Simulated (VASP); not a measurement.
# GaAs in VASP: a series of runs

The runs below take GaAs through single point, with PBE.

Program: VASP 6.6.1. These are calculated values, not measurements. Logs are shortened: lines on timing, memory, paths and dates and some standing lists are left out, and cuts for length are marked.

### Step 1. The cell of the first run

It takes space group F-43m (No. 216, cubic). The conventional cell has a = 5.691 Å, b = 5.691 Å, c = 5.691 Å, α = 90.00°, β = 90.00°, γ = 90.00°. Ga (site symmetry -43m) has 4 As at 2.46 Å within 3.3 Å. As (site symmetry -43m) has 4 Ga at 2.46 Å within 3.3 Å.

### Step 2. Single point, PBE (volume scaled by 1.02, then relaxed in part)

INCAR

```
PREC = Accurate
ENCUT = 520
EDIFF = 1E-6
ISMEAR = -1
SIGMA = 0.02
LREAL = False
LASPH = True
NELM = 80
ALGO = Normal
ISIF = 2
LWAVE = False
LCHARG = False
GGA = PE
NBANDS = 16
```

KPOINTS

```
Automatic mesh
0
Gamma
  13 13 13
```

POSCAR

```
GaAs
1.0
    0.0000000000      2.8455714065      2.8455714065
    2.8455714065      0.0000000000      2.8455714065
    2.8455714065      2.8455714065      0.0000000000
Ga As
1 1
Direct
    0.0000000000      0.0000000000      0.0000000000
    0.2500000000      0.2500000000      0.2500000000
```

Potentials or basis: VASP PAW PBE potentials, release 64 (Ga_d, As).

Run with:

```
$ cat potpaw_PBE.64/Ga_d/POTCAR potpaw_PBE.64/As/POTCAR > POTCAR
$ mpirun -np 1 vasp_std > vasp.out
```

OUTCAR:

```text
PREC = Accurate
   ENCUT = 520
   EDIFF = 1E-6
   ISMEAR = -1
   LREAL = False
   LASPH = True
   NELM = 80
   ISIF = 2
   GGA = PE

 ion  position               nearest neighbor table
   1  0.000  0.000  0.000-   2 2.46   2 2.46   2 2.46   2 2.46
   2  0.250  0.250  0.250-   1 2.46   1 2.46   1 2.46   1 2.46

  LATTYP: Found a face centered cubic cell.
 ALAT       =     5.6911428130

  Lattice vectors:

 A1 = (   0.0000000000,   2.8455714065,   2.8455714065)
 A2 = (   2.8455714065,   0.0000000000,   2.8455714065)
 A3 = (   2.8455714065,   2.8455714065,   0.0000000000)

Analysis of symmetry for initial positions (statically):
=====================================================================
 Subroutine PRICEL returns:
 Original cell was already a primitive cell.

 Routine SETGRP: Setting up the symmetry group for a
 face centered cubic supercell.

 Subroutine GETGRP returns: Found 24 space group operations
 (whereof 24 operations were pure point group operations)
 out of a pool of 48 trial point group operations.

The static configuration has the point symmetry T_d .

Analysis of symmetry for dynamics (positions and initial velocities):
=====================================================================
 Subroutine PRICEL returns:
 Original cell was already a primitive cell.

 Routine SETGRP: Setting up the symmetry group for a
 face centered cubic supercell.

 Subroutine GETGRP returns: Found 24 space group operations
 (whereof 24 operations were pure point group operations)
 out of a pool of 48 trial point group operations.

The dynamic configuration has the point symmetry T_d .

 Subroutine INISYM returns: Found 24 space group operations
 (whereof 24 operations are pure point group operations),
 and found     1 'primitive' translations

----------------------------------------------------------------------------------------

                                     Primitive cell

  volume of cell :      46.0828

  direct lattice vectors                    reciprocal lattice vectors
     0.000000000  2.845571406  2.845571406    -0.175711633  0.175711633  0.175711633
     2.845571406  0.000000000  2.845571406     0.175711633 -0.175711633  0.175711633
     2.845571406  2.845571406  0.000000000     0.175711633  0.175711633 -0.175711633

  length of vectors
     4.024245676  4.024245676  4.024245676     0.304341477  0.304341477  0.304341477

  position of ions in fractional coordinates (direct lattice)
     0.000000000  0.000000000  0.000000000
     0.250000000  0.250000000  0.250000000

  ion indices of the primitive-cell ions
   primitive index   ion index
                 1           1
                 2           2

----------------------------------------------------------------------------------------

 KPOINTS: Automatic mesh

Automatic generation of k-mesh.
 Grid dimensions read from file:
 generate k-points for:   13   13   13

 Generating k-lattice:

  Cartesian coordinates                     Fractional coordinates (reciprocal lattice)
    -0.013516279  0.013516279  0.013516279     0.076923077  0.000000000  0.000000000
     0.013516279 -0.013516279  0.013516279     0.000000000  0.076923077  0.000000000
     0.013516279  0.013516279 -0.013516279     0.000000000  0.000000000  0.076923077

  Length of vectors
     0.023410883  0.023410883  0.023410883

  Shift w.r.t. Gamma in fractional coordinates (k-lattice)
     0.000000000  0.000000000  0.000000000

 Subroutine IBZKPT returns following result:
 ===========================================

 Found     84 irreducible k-points:

 Following reciprocal coordinates:
            Coordinates               Weight
  0.000000  0.000000  0.000000      1.000000
  0.076923  0.000000  0.000000      8.000000
  0.153846  0.000000  0.000000      8.000000
  0.230769  0.000000  0.000000      8.000000
  0.307692  0.000000  0.000000      8.000000
  0.384615  0.000000  0.000000      8.000000
[... 16 lines left out ...]
  0.384615  0.153846  0.000000     24.000000
  0.461538  0.153846  0.000000     24.000000
 [... further k-points ...]
   k-points           NKPTS =     84   k-points in BZ     NKDIM =     84   number of bands    NBANDS=     16
   number of dos      NEDOS =    301   number of ions     NIONS =      2
   total plane-waves  NPLWV =  27000
   dimension x,y,z NGX =    30 NGY =   30 NGZ =   30
   dimension x,y,z NGXF=    60 NGYF=   60 NGZF=   60
   ions per type =               1   1
   NGX,Y,Z   is equivalent  to a cutoff of  12.39, 12.39, 12.39 a.u.
   NGXF,Y,Z  is equivalent  to a cutoff of  24.79, 24.79, 24.79 a.u.
 SYSTEM =  unknown system
   PREC   = accura    normal or accurate (medium, high low for compatibility)
   ISTART =      0    job   : 0-new  1-cont  2-samecut
   ICHARG =      2    charge: 1-file 2-atom 10-const
   ISPIN  =      1    spin polarized calculation?
   LNONCOLLINEAR =      F non collinear calculations
   LSORBIT =      F    spin-orbit coupling
   LASPH  =      T    aspherical Exc in radial PAW
   ENCUT  =  520.0 eV  38.22 Ry    6.18 a.u.   7.48  7.48  7.48*2*pi/ulx,y,z
   NELM   =     80;   NELMIN=  2; NELMDL= -5     # of ELM steps
   EDIFF  = 0.1E-05   stopping-criterion for ELM
   LREAL  =      F    real-space projection
   EDIFFG = 0.1E-04   stopping-criterion for IOM
   NSW    =      0    number of steps for IOM
   IBRION =     -1    ionic relax: 0-MD 1-quasi-New 2-CG
   NFREE  =      0    steps in history (QN), initial steepest desc. (CG)
   ISIF   =      2    stress and relaxation
   ISYM   =      2    0-nonsym 1-usesym 2-fastsym
   POTIM  = 0.5000    time-step for ionic-motion
   TEBEG  =    0.0;   TEEND  =   0.0 temperature during run
   PSTRESS=    0.0 pullay stress
   NELECT =      18.0000    total number of electrons
   NUPDOWN=      -1.0000    fix difference up-down
   EMIN   =  10.00;   EMAX   =-10.00  energy-range for DOS
   EFERMI =   0.00;   METHOD = LEGACY
   ISMEAR =    -1;   SIGMA  =   0.02  broadening in eV -4-tet -1-fermi 0-gaus
   EFERMI_NEDOS =   21; number of points for ismear=-14 and -15
   IALGO  =     38    algorithm
   IMIX   =      4    mixing-type and parameters
     AMIX     =   0.40;   BMIX     =  1.00
     AMIX_MAG =   1.60;   BMIX_MAG =  1.00
  volume/ion in A,a.u.               =      23.04       155.49
  Fermi-wavevector in a.u.,A,eV,Ry     =   1.196702  2.261440 19.484859  1.432097
  Thomas-Fermi vector in A             =   2.332636
   LORBIT       =      0    0 simple, 1 ext, 2 COOP (PROOUT), +10 PAW based schemes
   GGA     = PE    functional components
   LHFCALC =     F    Hartree Fock is set to
   AEXX    =    0.0000 exact exchange contribution
   IVDW    =     0    specifies the selected vdW correction
   LEPSILON=     F    determine dielectric tensor
   LRPA    =     F    only Hartree local field effects (RPA)
 non-spin polarized calculation
  energy-cutoff  :      520.00
  volume of cell :       46.08
 maximum number of plane-waves:      1266
 NGX is ok and might be reduce to    30
   NGX = 15   NGY = 15   NGZ = 15

 number of electron      17.9999985 magnetization

 Free energy of the ion-electron system (eV)
  ---------------------------------------------------
  ext. energy  EPLUGINS =         0.00000000
  ---------------------------------------------------
  free energy    TOTEN  =        -8.26746447 eV

  energy without entropy =       -8.26746441  energy(sigma->0) =       -8.26746444

 E-fermi :   3.9444     XC(G=0):  -9.4998

 val. band max:        3.7463361504   @ k =   0.0000   0.0000   0.0000
 cond. band min:       4.1188435452   @ k =   0.0000   0.0000   0.0000
 fundamental gap:      0.3725073948
 Fermi energy:         3.9443547517

 k-point     1 :       0.0000    0.0000    0.0000
  band No.  band energies     occupation
      1     -11.0243      2.00000
      2     -11.0243      2.00000
      3     -11.0243      2.00000
      4     -10.9498      2.00000
      5     -10.9498      2.00000
      6      -8.8386      2.00000
[... 8 lines left out ...]
     15      13.8208      0.00000
     16      13.8208      0.00000

 k-point     2 :       0.0769    0.0000    0.0000
  band No.  band energies     occupation
      1     -11.0292      2.00000
      2     -11.0230      2.00000
      3     -11.0230      2.00000
      4     -10.9499      2.00000
      5     -10.9499      2.00000
      6      -8.7708      2.00000
[... 8 lines left out ...]
     15      13.3543      0.00000
     16      13.3543      0.00000

 k-point     3 :       0.1538    0.0000    0.0000
  band No.  band energies     occupation
      1     -11.0421      2.00000
      2     -11.0195      2.00000
      3     -11.0195      2.00000
      4     -10.9500      2.00000
      5     -10.9500      2.00000
      6      -8.5724      2.00000
[... 8 lines left out ...]
     15      12.8205      0.00000
     16      12.8205      0.00000

 k-point     4 :       0.2308    0.0000    0.0000
  band No.  band energies     occupation
      1     -11.0592      2.00000
      2     -11.0149      2.00000
      3     -11.0149      2.00000
      4     -10.9497      2.00000
      5     -10.9497      2.00000
      6      -8.2596      2.00000
[... 8 lines left out ...]
     15      12.6927      0.00000
     16      12.7303      0.00000

 k-point     5 :       0.3077    0.0000    0.0000
  band No.  band energies     occupation
      1     -11.0761      2.00000
      2     -11.0107      2.00000
      3     -11.0107      2.00000
      4     -10.9487      2.00000
      5     -10.9487      2.00000
      6      -7.8656      2.00000
[... 8 lines left out ...]
     15      13.1101      0.00000
     16      13.1101      0.00000

 k-point     6 :       0.3846    0.0000    0.0000
  band No.  band energies     occupation
      1     -11.0894      2.00000
      2     -11.0078      2.00000
      3     -11.0078      2.00000
      4     -10.9474      2.00000
      5     -10.9474      2.00000
      6      -7.4598      2.00000
[... 8 lines left out ...]
     15      14.0130      0.00000
     16      14.0130      0.00000
[... 267 lines left out ...]
 k-point    21 :       0.2308    0.1538    0.0000
  band No.  band energies     occupation
      1     -11.0650      2.00000
      2     -11.0106      2.00000
      3     -11.0099      2.00000
      4     -10.9558      2.00000
      5     -10.9461      2.00000
      6      -8.2511      2.00000
[... 8 lines left out ...]
     15      13.8699      0.00000
     16      14.1745      0.00000

 k-point    22 :       0.3077    0.1538    0.0000
  band No.  band energies     occupation
      1     -11.0787      2.00000
      2     -11.0072      2.00000
      3     -11.0052      2.00000
      4     -10.9565      2.00000
      5     -10.9451      2.00000
      6      -7.9163      2.00000
[... 8 lines left out ...]
     15      14.2514      0.00000
     16      14.3375      0.00000

 k-point    23 :       0.3846    0.1538    0.0000
  band No.  band energies     occupation
      1     -11.0907      2.00000
      2     -11.0047      2.00000
      3     -11.0017      2.00000
      4     -10.9557      2.00000
      5     -10.9444      2.00000
      6      -7.5215      2.00000
[... 8 lines left out ...]
     15      14.2485      0.00000
     16      14.9899      0.00000

 k-point    24 :       0.4615    0.1538    0.0000
  band No.  band energies     occupation
      1     -11.0989      2.00000
      2     -11.0033      2.00000
      3     -10.9999      2.00000
      4     -10.9536      2.00000
      5     -10.9446      2.00000
      6      -7.1537      2.00000
[... 8 lines left out ...]
     15      14.9937      0.00000
     16      15.7934      0.00000

 [... further k-points ...]
[... 5 lines left out ...]
  --------------------------------------------------------------------------------------
  -------------------------------------------------------------------------------------
  Total        0.5820923      0.5820923      0.5820923      0.0000000      0.0000000     -0.0000000
  in kB       20.2378326     20.2378326     20.2378326      0.0000000      0.0000000     -0.0000000
  external PRESSURE =      20.2378326 kB  Pullay stress =       0.0000000 kB

 VOLUME and BASIS-vectors are now :
 -----------------------------------------------------------------------------
  energy-cutoff  :      520.00
  volume of cell :       46.08
      direct lattice vectors                 reciprocal lattice vectors
     0.000000000  2.845571406  2.845571406    -0.175711633  0.175711633  0.175711633
     2.845571406  0.000000000  2.845571406     0.175711633 -0.175711633  0.175711633
     2.845571406  2.845571406  0.000000000     0.175711633  0.175711633 -0.175711633

 POSITION                                       TOTAL-FORCE (eV/Angst)
 -----------------------------------------------------------------------------------
      0.00000      0.00000      0.00000         0.000000      0.000000      0.000000
      1.42279      1.42279      1.42279        -0.000000     -0.000000     -0.000000
 -----------------------------------------------------------------------------------
    total drift:                                0.000002      0.000002      0.000002

  FREE ENERGIE OF THE ION-ELECTRON SYSTEM (eV)
  ---------------------------------------------------
  free  energy   TOTEN  =        -8.2674644705 eV

  energy  without entropy=       -8.2674644084  energy(sigma->0) =       -8.26746444
```

It took 2.3 min on 1 thread of AMD EPYC 7R13, shared host; peak memory 0.18 GiB.

Results:

```yaml
Free_energy: -8.2675 eV
Pressure: 2.0 GPa
Band_gap_on_the_k_mesh: 0.37 eV, direct
```

Levels at points of the mesh, in eV from the valence-band top:
| k point | band 7 | band 8 | band 9 | band 10 | band 11 | band 12 |
| --- | --- | --- | --- | --- | --- | --- |
| (0.00, 0.00, 0.00) | 0.00 | 0.00 | 0.00 | 0.37 | 3.73 | 3.73 |

### Step 3. Single point, PBE (volume scaled by 1.04, then relaxed in part)

INCAR

```
SYSTEM = GaAs
PREC = Accurate ; ENCUT = 520
EDIFF = 1E-6 ; ISMEAR = -1
SIGMA = 0.02 ; LREAL = .False.
LASPH = .True. ; NELM = 60
ALGO = Normal ; ISIF = 2
LWAVE = .False. ; LCHARG = .False.
GGA = PE ; NBANDS = 16
```

KPOINTS

```
regular mesh
0
Gamma
  13 13 13
  0 0 0
```

POSCAR

```
GaAs
1.0
    0.0000000000      2.8640496607      2.8640496607
    2.8640496607      0.0000000000      2.8640496607
    2.8640496607      2.8640496607      0.0000000000
Ga As
1 1
Direct
    0.0000000000      0.0000000000      0.0000000000
    0.2500000000      0.2500000000      0.2500000000
```

Potentials or basis: VASP PAW PBE potentials, release 64 (Ga_d, As).

Run with:

```
$ cat potpaw_PBE.64/Ga_d/POTCAR potpaw_PBE.64/As/POTCAR > POTCAR
$ mpirun -np 1 vasp_std > vasp.out
```

Wall time 2.5 min (1 thread of AMD EPYC 7R13, shared host); peak memory 0.18 GiB.

Results (log left out):

```
Free energy            : -8.2753 eV
Pressure               : 0.7 GPa
Band gap on the k mesh : 0.23 eV, direct
```

Levels at points of the mesh, in eV from the valence-band top:
```csv
k point,band 6,band 7,band 8,band 9,band 10,band 11,band 12,band 13
"(0.00, 0.00, 0.00)",-12.45,0.00,0.00,0.00,0.23,3.72,3.72,3.72
```

### Step 4. Single point, PBE (volume scaled by 1.06, then relaxed in part)

INCAR

```
SYSTEM = GaAs
ALGO = Normal
EDIFF = 1E-6
ENCUT = 520
GGA = PE
ISIF = 2
ISMEAR = -1
LASPH = .TRUE.
LCHARG = .FALSE.
LREAL = .FALSE.
LWAVE = .FALSE.
NBANDS = 16
NELM = 80
PREC = Accurate
SIGMA = 0.02
```

KPOINTS

```
k-points
0
G
  13 13 13
  0 0 0
```

POSCAR

```
GaAs
1.0
    0.0000000000      2.8822925071      2.8822925071
    2.8822925071      0.0000000000      2.8822925071
    2.8822925071      2.8822925071      0.0000000000
Ga As
1 1
Direct
    0.0000000000      0.0000000000      0.0000000000
    0.2500000000      0.2500000000      0.2500000000
```

Run with:

```
$ cat potpaw_PBE.64/Ga_d/POTCAR potpaw_PBE.64/As/POTCAR > POTCAR
$ mpirun -np 1 vasp_std > vasp.out
```

It took 2.2 min on 1 thread of AMD EPYC 7R13, shared host; peak memory 0.18 GiB.

Results (log left out):

```yaml
Free_energy: -8.2761 eV
Pressure: -0.4 GPa
Band_gap_on_the_k_mesh: 0.09 eV, direct
```

Levels at points of the mesh, in eV from the valence-band top:
```tsv
k point	band 7	band 8	band 9	band 10	band 11	band 12
(0.00, 0.00, 0.00)	0.00	0.00	0.00	0.09	3.71	3.71
```

(Continued in part 2 of 2.)
